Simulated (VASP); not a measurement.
A run of VASP 6.6.1 is set up as follows.

File INCAR:

```
PREC     = Accurate       # precision mode
ENCUT    = 600            # plane-wave cutoff, eV
EDIFF    = 1E-6           # SCF threshold, eV
ISMEAR   = -1             # smearing method
SIGMA    = 0.08           # smearing width, eV
LREAL    = False          # projectors in reciprocal space
LASPH    = True           # aspherical terms in the spheres
NELM     = 60             # most SCF steps
ALGO     = Normal         # electronic algorithm
ISIF     = 3              # what is computed and relaxed
LWAVE    = False          # write WAVECAR
LCHARG   = False          # write CHGCAR
GGA      = PE             # functional
IBRION   = 2              # ionic algorithm
NSW      = 60             # ionic steps
EDIFFG   = -0.005         # ionic threshold
PSTRESS  = 970.0
```

The input KPOINTS:

```
regular mesh
0
Gamma
  18 18 18
```

POSCAR

```
W
1.0
   -1.4876052113      1.4876052113      1.4876052113
    1.4876052113     -1.4876052113      1.4876052113
    1.4876052113      1.4876052113     -1.4876052113
W
1
Direct
    0.0000000000      0.0000000000      0.0000000000
```

Potentials or basis: VASP PAW PBE potentials, release 64 (W_sv).

Run with:

```bash
$ cat potpaw_PBE.64/W_sv/POTCAR > POTCAR
$ mpirun -np 1 vasp_std > vasp.out
```

Task: What does it give for the band gap on the k mesh?

Result: Zero (bands 7 and 8 overlap by 8.28 eV).

Task: Predict the space group after relaxing (to 0.1 Å).

Result: Im-3m (No. 229).

Task: Predict the relaxed cell.

Result: a = 2.574 Å, b = 2.574 Å, c = 2.574 Å, α = 109.47°, β = 109.47°, γ = 109.47°.

Final structure:
```xyz
1
Lattice="-1.4863 1.4863 1.4863 1.4863 -1.4863 1.4863 1.4863 1.4863 -1.4863" Properties=species:S:1:pos:R:3 pbc="T T T"
W     0.0000    0.0000    0.0000
```

Caveat: the cell is relaxed towards a set pressure, so the run minimises the enthalpy, not the energy; spin-orbit coupling is left out, which moves the levels of the heavy elements.
